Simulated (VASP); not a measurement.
Set up this calculation in VASP 6.6.1, as the native input.

| Item | Value |
| --- | --- |
| Task | single point |
| Functional | r2SCAN |
| Potentials or basis | VASP PAW PBE potentials, release 64 (Ta_pv) |
| Cutoff | 520 eV |
| k mesh | 11 × 11 × 11 |
| Occupations | fermi-dirac, width 0.05 eV |
| Spin | no spin polarisation |
| Dipole correction | no |
| Further INCAR settings | ALGO = Normal; EDIFF = 1e-06; NBANDS = 12 |

The system is Ta.

```xyz
1
Lattice="-1.6467 1.6460 1.6455 1.6465 -1.6463 1.6455 1.6465 1.6461 -1.6457" Properties=species:S:1:pos:R:3 pbc="T T T"
Ta    0.0000    0.0000    0.0000
```

These files were run (other wordings do the same):

POSCAR

```
Ta
1.0
   -1.6466620349      1.6460221223      1.6455019565
    1.6464570871     -1.6462569472      1.6455354386
    1.6464827987      1.6460817157     -1.6457379875
Ta
1
Direct
    0.0000000000      0.0000000000      0.0000000000
```

INCAR.step1

```
SYSTEM = Ta
  PREC = Accurate
  ENCUT = 520
  ISMEAR = -1
  SIGMA = 0.05
  LREAL = .False.
  LASPH = .True.
  NELM = 80
  NBANDS = 12
  GGA = PE
  ALGO = Normal
  EDIFF = 1E-4
  LWAVE = .True.
  LCHARG = .False.
```

INCAR.step2

```
SYSTEM = Ta
  PREC = Accurate
  ENCUT = 520
  EDIFF = 1E-6
  ISMEAR = -1
  SIGMA = 0.05
  LREAL = .False.
  LASPH = .True.
  NELM = 80
  ALGO = Normal
  ISIF = 2
  LWAVE = .False.
  LCHARG = .True.
  METAGGA = R2SCAN
  LMIXTAU = .True.
  LELF = .True.
  LVHAR = .True.
  NBANDS = 12
  ISTART = 1
```

KPOINTS

```
Automatic mesh
0
Gamma
  11 11 11
  0 0 0
```

Potentials or basis: VASP PAW PBE potentials, release 64 (Ta_pv).

Launch:

```console
$ cat potpaw_PBE.64/Ta_pv/POTCAR > POTCAR
$ cp INCAR.step1 INCAR
$ mpirun -np 1 vasp_std > vasp.out
$ cp INCAR.step2 INCAR
$ mpirun -np 1 vasp_std > vasp.out
```

Results of the run:

| Property | Result |
| --- | --- |
| Pressure | 2.6 GPa |
| Band gap on the k mesh | zero (an odd number of electrons rules out a gap without spin polarisation) |

Caveat: the PAW data sets were made with another functional, which shifts forces and pressure a little; spin-orbit coupling is left out, which moves the levels of the heavy elements.

Run time: 120 s on 1 thread of Intel(R) Xeon(R) 6975P-C (Granite Rapids), with other jobs on the host, peak memory 0.26 GiB.
